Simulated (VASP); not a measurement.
# SiSn4 (F-43m) in VASP: further runs

Runs on SiSn4. Level: PBE. Tasks: single point, relaxation of cell and atoms.

All numbers are computed with VASP 6.6.1; they aren't measurements. Logs are shortened: lines on timing, memory, paths and dates and some standing lists are left out, and cuts for length are marked.

## (1) The cell of the first run

It takes space group F-43m (No. 216, cubic). The conventional cell has a = 8.683 Å, b = 8.683 Å, c = 8.683 Å, α = 90.00°, β = 90.00°, γ = 90.00°. Within 4.7 Å of Si (site symmetry -43m) lie 12 Sn at 3.60 Å. Within 4.0 Å of Sn (site symmetry 3m) lie 6 Sn at 3.07 Å and 3 Si at 3.60 Å.

The cell was built from a structure type or drawn by symmetry, and may not be a known phase.

## (2) Single point, PBE

Input file INCAR:

```
SYSTEM = SiSn4
  PREC = Accurate
  ENCUT = 520
  EDIFF = 1E-6
  ISMEAR = 0
  SIGMA = 0.1
  LREAL = .False.
  LASPH = .True.
  NELM = 80
  ALGO = Fast
  ISIF = 2
  LWAVE = .False.
  LCHARG = .False.
  GGA = PE
  NBANDS = 38
```

Input file KPOINTS:

```
regular mesh
0
Gamma
  8 8 8
  0 0 0
```

Input file POSCAR:

```
SiSn4
1.0
    0.0000000000      4.3413715052      4.3413715052
    4.3413715052      0.0000000000      4.3413715052
    4.3413715052      4.3413715052      0.0000000000
Si Sn
1 4
Direct
    0.7500000000      0.7500000000      0.7500000000
    0.1249564227      0.6251307320      0.1249564227
    0.1249564227      0.1249564227      0.1249564227
    0.6251307320      0.1249564227      0.1249564227
    0.1249564227      0.1249564227      0.6251307320
```

Potentials or basis: VASP PAW PBE potentials, release 64 (Si, Sn_d).

Run with:

```bash
> cat potpaw_PBE.64/Si/POTCAR potpaw_PBE.64/Sn_d/POTCAR > POTCAR
> mpirun -np 1 vasp_std > vasp.out
```

OUTCAR:

```text
SYSTEM = SiSn4
   PREC = Accurate
   ENCUT = 520
   EDIFF = 1E-6
   ISMEAR = 0
   LREAL = .False.
   LASPH = .True.
   NELM = 80
   ISIF = 2
   GGA = PE

 ion  position               nearest neighbor table
   1  0.750  0.750  0.750-
   2  0.125  0.625  0.125-   3 3.07   4 3.07   5 3.07   4 3.07   5 3.07   3 3.07
   3  0.125  0.125  0.125-   2 3.07   4 3.07   5 3.07   4 3.07   2 3.07   5 3.07
   4  0.625  0.125  0.125-   2 3.07   3 3.07   5 3.07   2 3.07   5 3.07   3 3.07
   5  0.125  0.125  0.625-   2 3.07   3 3.07   4 3.07   2 3.07   4 3.07   3 3.07

  LATTYP: Found a face centered cubic cell.
 ALAT       =     8.6827430104

  Lattice vectors:

 A1 = (   0.0000000000,   4.3413715052,   4.3413715052)
 A2 = (   4.3413715052,   0.0000000000,   4.3413715052)
 A3 = (   4.3413715052,   4.3413715052,   0.0000000000)

Analysis of symmetry for initial positions (statically):
=====================================================================
 Subroutine PRICEL returns:
 Original cell was already a primitive cell.

 Routine SETGRP: Setting up the symmetry group for a
 face centered cubic supercell.

 Subroutine GETGRP returns: Found 24 space group operations
 (whereof 24 operations were pure point group operations)
 out of a pool of 48 trial point group operations.

The static configuration has the point symmetry T_d .

Analysis of symmetry for dynamics (positions and initial velocities):
=====================================================================
 Subroutine PRICEL returns:
 Original cell was already a primitive cell.

 Routine SETGRP: Setting up the symmetry group for a
 face centered cubic supercell.

 Subroutine GETGRP returns: Found 24 space group operations
 (whereof 24 operations were pure point group operations)
 out of a pool of 48 trial point group operations.

The dynamic configuration has the point symmetry T_d .

 Subroutine INISYM returns: Found 24 space group operations
 (whereof 24 operations are pure point group operations),
 and found     1 'primitive' translations

----------------------------------------------------------------------------------------

                                     Primitive cell

  volume of cell :     163.6481

  direct lattice vectors                    reciprocal lattice vectors
     0.000000000  4.341371505  4.341371505    -0.115170978  0.115170978  0.115170978
[... 93 lines left out ...]
   LREAL  =      F    real-space projection
   EDIFFG = 0.1E-04   stopping-criterion for IOM
   NSW    =      0    number of steps for IOM
   IBRION =     -1    ionic relax: 0-MD 1-quasi-New 2-CG
   NFREE  =      0    steps in history (QN), initial steepest desc. (CG)
   ISIF   =      2    stress and relaxation
   ISYM   =      2    0-nonsym 1-usesym 2-fastsym
   POTIM  = 0.5000    time-step for ionic-motion
   TEBEG  =    0.0;   TEEND  =   0.0 temperature during run
   PSTRESS=    0.0 pullay stress
   NELECT =      60.0000    total number of electrons
   NUPDOWN=      -1.0000    fix difference up-down
   EMIN   =  10.00;   EMAX   =-10.00  energy-range for DOS
   EFERMI =   0.00;   METHOD = LEGACY
   ISMEAR =     0;   SIGMA  =   0.10  broadening in eV -4-tet -1-fermi 0-gaus
   EFERMI_NEDOS =   21; number of points for ismear=-14 and -15
   IALGO  =     68    algorithm
   IMIX   =      4    mixing-type and parameters
     AMIX     =   0.40;   BMIX     =  1.00
     AMIX_MAG =   1.60;   BMIX_MAG =  1.00
  volume/ion in A,a.u.               =      32.73       220.87
  Fermi-wavevector in a.u.,A,eV,Ry     =   1.171714  2.214218 18.679626  1.372914
  Thomas-Fermi vector in A             =   2.308154
   LORBIT       =      0    0 simple, 1 ext, 2 COOP (PROOUT), +10 PAW based schemes
   GGA     = PE    functional components
   LHFCALC =     F    Hartree Fock is set to
   AEXX    =    0.0000 exact exchange contribution
   IVDW    =     0    specifies the selected vdW correction
   LEPSILON=     F    determine dielectric tensor
   LRPA    =     F    only Hartree local field effects (RPA)
 non-spin polarized calculation
 RMM-DIIS sequential band-by-band and
 Gauss-broadening in eV      SIGMA  =   0.10
  energy-cutoff  :      520.00
  volume of cell :      163.65
 maximum number of plane-waves:      4477
 NGX is ok and might be reduce to    48
   NGX = 23   NGY = 23   NGZ = 23

 number of electron      59.9999988 magnetization

 Free energy of the ion-electron system (eV)
  ---------------------------------------------------
  ext. energy  EPLUGINS =         0.00000000
  ---------------------------------------------------
  free energy    TOTEN  =       -17.80146606 eV

  energy without entropy =      -17.78318593  energy(sigma->0) =      -17.79232599

 E-fermi :   5.1588     XC(G=0):  -8.9212

 val. band max:        5.1426918636   @ k =   0.3750   0.1250   0.0000
 cond. band min:       5.1682791490   @ k =   0.3750   0.0000   0.0000
 fundamental gap:      0.0255872853
 Fermi energy:         5.1587768686

 k-point     1 :       0.0000    0.0000    0.0000
  band No.  band energies     occupation
      1     -16.5099      2.00000
      2     -16.4075      2.00000
      3     -16.4075      2.00000
      4     -16.4075      2.00000
      5     -16.4075      2.00000
      6     -16.4075      2.00000
[... 973 lines left out ...]
     37       8.5755      0.00000
     38       9.7570      0.00000

 [... further k-points ...]

------------------------ aborting loop because EDIFF is reached ----------------------------------------

  FORCE on cell =-STRESS in cart. coord.  units (eV):
  Direction    XX          YY          ZZ          XY          YZ          ZX
  --------------------------------------------------------------------------------------
  -------------------------------------------------------------------------------------
  Total       -0.0757902     -0.0757902     -0.0757902      0.0000000      0.0000000     -0.0000000
  in kB       -0.7420155     -0.7420155     -0.7420155      0.0000000      0.0000000     -0.0000000
  external PRESSURE =      -0.7420155 kB  Pullay stress =       0.0000000 kB

 VOLUME and BASIS-vectors are now :
 -----------------------------------------------------------------------------
  energy-cutoff  :      520.00
  volume of cell :      163.65
      direct lattice vectors                 reciprocal lattice vectors
     0.000000000  4.341371505  4.341371505    -0.115170978  0.115170978  0.115170978
     4.341371505  0.000000000  4.341371505     0.115170978 -0.115170978  0.115170978
     4.341371505  4.341371505  0.000000000     0.115170978  0.115170978 -0.115170978

 POSITION                                       TOTAL-FORCE (eV/Angst)
 -----------------------------------------------------------------------------------
      6.51206      6.51206      6.51206         0.000000      0.000000      0.000000
      3.25641      1.08496      3.25641         0.003476     -0.003476      0.003476
      1.08496      1.08496      1.08496        -0.003476     -0.003476     -0.003476
      1.08496      3.25641      3.25641        -0.003476      0.003476      0.003476
      3.25641      3.25641      1.08496         0.003476      0.003476     -0.003476
 -----------------------------------------------------------------------------------
    total drift:                               -0.000000     -0.000000     -0.000001

  FREE ENERGIE OF THE ION-ELECTRON SYSTEM (eV)
  ---------------------------------------------------
  free  energy   TOTEN  =       -17.8014660561 eV

  energy  without entropy=      -17.7831859273  energy(sigma->0) =      -17.79232599
```

Wall time 3.9 min (1 thread of Intel Xeon Platinum 8488C (Sapphire Rapids), shared host); peak memory 0.39 GiB.

Results:

```yaml
Free_energy: -17.8015 eV
Pressure: -0.1 GPa
Largest_force: 0.006 eV/Å
Band_gap_on_the_k_mesh: zero (bands 30 and 31 overlap by 1.81 eV)
```

Forces on the atoms (eV/Å):
```
Si   0.000  0.000  0.000
Sn   0.003 -0.003  0.003
Sn  -0.003 -0.003 -0.003
Sn  -0.003  0.003  0.003
Sn   0.003  0.003 -0.003
```

Caveat: spin-orbit coupling is left out, which moves the levels of the heavy elements.

## (3) Relaxation of cell and atoms, PBE

This run uses another cell than the first one, of 27.95 Å³/atom.

Input file INCAR:

```
SYSTEM = SiSn4
ALGO = Fast
EDIFF = 1E-7
EDIFFG = -0.04
ENCUT = 600
GGA = PE
IBRION = 2
ISIF = 3
ISMEAR = 0
LASPH = .True.
LCHARG = .False.
LREAL = .False.
LWAVE = .False.
NELM = 80
NSW = 90
PREC = Accurate
SIGMA = 0.1
```

Input file KPOINTS:

```
k-points
0
Gamma
  4 4 4
  0 0 0
```

Input file POSCAR:

```
SiSn4
1.0
    0.0000000000      4.1189988300      4.1189988300
    4.1189988300      0.0000000000      4.1189988300
    4.1189988300      4.1189988300      0.0000000000
Si Sn
1 4
Direct
    0.2500000000      0.2500000000      0.2500000000
    0.8732555000      0.8732555000      0.8732555000
    0.8732555000      0.8732555000      0.3802335100
    0.8732555000      0.3802335100      0.8732555000
    0.3802335100      0.8732555000      0.8732555000
```

Potentials or basis: VASP PAW PBE potentials, release 64 (Si, Sn_d).

Run with:

```bash
> cat potpaw_PBE.64/Si/POTCAR potpaw_PBE.64/Sn_d/POTCAR > POTCAR
> mpirun -np 1 vasp_std > vasp.out
```

Run time: 3.9 min. Hardware: 1 thread of Intel Xeon Platinum 8488C (Sapphire Rapids), shared host; peak memory 0.35 GiB.

Results (log left out):

- Free energy: -17.8602 eV
- Relaxed volume: 32.65 Å³/atom
- Relaxed cell: a = 6.134 Å, b = 6.134 Å, c = 6.134 Å, α = 60.00°, β = 60.00°, γ = 60.00°
- Space group after relaxing (to 0.1 Å): F-43m (No. 216)
- Energy gained by relaxing: 118.5 meV/atom
- Ionic steps: 3
- Pressure after relaxing: 0.0 GPa
- Largest force after relaxing: 0.011 eV/Å
- Band gap on the k mesh: zero (bands 30 and 31 overlap by 1.79 eV)

Forces on the atoms (eV/Å):
```
Si   0.000  0.000  0.000
Sn  -0.006 -0.006 -0.006
Sn   0.006  0.006 -0.006
Sn   0.006 -0.006  0.006
Sn  -0.006  0.006  0.006
```

Step by step:
```
step  energy change (eV)  largest force (eV/Å)  pressure (GPa)  volume (Å³)
   1              0.0000                0.7325            8.81       139.77
   2             -0.5263                0.1298           -1.93       173.22
   3             -0.5924                0.0110            0.05       163.23
```

Final structure:
```
Si Sn
1.0
     0.00000    4.33769    4.33769
     4.33769    0.00000    4.33769
     4.33769    4.33769    0.00000
Si Sn
1 4
Cartesian
  2.1688 2.1688 2.1688
  7.5916 7.5916 7.5916
  5.4214 5.4214 7.5916
  5.4214 7.5916 5.4214
  7.5916 5.4214 5.4214
```

Levels at points of the mesh, in eV from the Fermi level:
| k point | band 26 | band 27 | band 28 | band 29 | band 30 | band 31 | band 32 | band 33 | band 34 | band 35 |
| --- | --- | --- | --- | --- | --- | --- | --- | --- | --- | --- |
| (0.00, 0.00, 0.00) | -5.25 | -3.25 | -3.25 | -3.25 | -1.15 | -1.15 | 0.31 | 0.31 | 0.31 | 3.43 |
| (0.50, 0.00, 0.00) | -3.51 | -2.88 | -2.88 | -0.11 | 0.01 | 0.01 | 0.87 | 0.87 | 1.42 | 2.12 |
| (0.50, 0.50, 0.00) | -3.22 | -1.70 | -0.54 | -0.54 | 0.59 | 0.86 | 0.86 | 0.88 | 1.24 | 1.45 |

Caveat: the volume moved by over 15 % at a fixed basis, so the end points are rough; spin-orbit coupling is left out, which moves the levels of the heavy elements.

[end of part 1 of 2]
